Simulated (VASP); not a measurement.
Write the native input for VASP 6.6.1 that does the following.

```yaml
Task: single point
Functional: PBE
Dispersion: D3(BJ)
Potentials_or_basis: VASP PAW PBE potentials, release 64 (Cu)
Cutoff: 600 eV
k_mesh: 20 × 20 × 20
Occupations: gaussian, width 0.1 eV
Spin: no spin polarisation
Dipole_correction: no
Further_INCAR_settings: ALGO = Normal; EDIFF = 1e-06; NBANDS = 12
```

The structure of Cu lies in POSCAR:

```
Cu
1.0
    0.0000000000      1.7816337639      1.7816337639
    1.7816337639      0.0000000000      1.7816337639
    1.7816337639      1.7816337639      0.0000000000
Cu
1
Direct
    0.0000000000      0.0000000000      0.0000000000
```

These files were run (other wordings do the same):

INCAR

```
PREC = Accurate
ENCUT = 600
EDIFF = 1E-6
ISMEAR = 0
SIGMA = 0.1
LREAL = False
LASPH = True
NELM = 120
ALGO = Normal
ISIF = 2
LWAVE = False
LCHARG = False
GGA = PE
IVDW = 12
NBANDS = 12
GGA_COMPAT = False
```

KPOINTS

```
regular mesh
0
Gamma
  20 20 20
```

Potentials or basis: VASP PAW PBE potentials, release 64 (Cu).

The run is started by

```bash
$ cat potpaw_PBE.64/Cu/POTCAR > POTCAR
$ mpirun -np 1 vasp_std > vasp.out
```

It gave:

```json
{
  "Pressure": "0.6 GPa",
  "Band gap on the k mesh": "zero (an odd number of electrons rules out a gap without spin polarisation)",
  "Dispersion energy per atom": "-0.610 eV"
}
```

Wall time 28 s on 1 thread of AMD EPYC 7R13 Processor (Zen 3) (shared host), peak memory 0.13 GiB.
